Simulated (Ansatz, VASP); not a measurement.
PbF2: VASP beside Ansatz

```
CELL_PARAMETERS angstrom
0.00000 2.96366 2.96366
2.96366 0.00000 2.96366
2.96366 2.96366 0.00000
ATOMIC_POSITIONS crystal
Pb 0.00000 0.00000 0.00000
F 0.75000 0.75000 0.75000
F 0.25000 0.25000 0.25000
```

Alike in both runs: task relaxation of cell and atoms; functional revPBE; k mesh 8 × 8 × 8; occupations fermi-dirac, width 0.05 eV; no spin polarisation.

```csv
,VASP,Ansatz
version,VASP 6.6.1,Ansatz 0.2.0
potentials or method,"VASP PAW PBE potentials, release 64 (Pb_d, F)",Ansatz PAW
plane-wave cutoff (eV),600,420
valence electrons in the cell,28,28
```

Ansatz gave:

| Quantity | Value |
| --- | --- |
| gap on the k mesh at the Fermi level, each at its own relaxed structure (eV) | 4.51 |
| relaxed volume (Å³/atom) | 18.66 |
| relaxed length of the cell vector where the two differ most in proportion (Å) | 4.294 |

Task: Which values does VASP return?

Result: gap on the k mesh at the Fermi level, each at its own relaxed structure (eV): 4.51; relaxed volume (Å³/atom): 18.60; relaxed length of the cell vector where the two differ most in proportion (Å): 4.289.

VASP's potentials were made for PBE, not for revPBE.

Neither program's run includes spin-orbit coupling. Noted on Ansatz's run: the plane-wave basis is chosen anew once the cell has moved, so the energies of steps on either side of that aren't comparable.
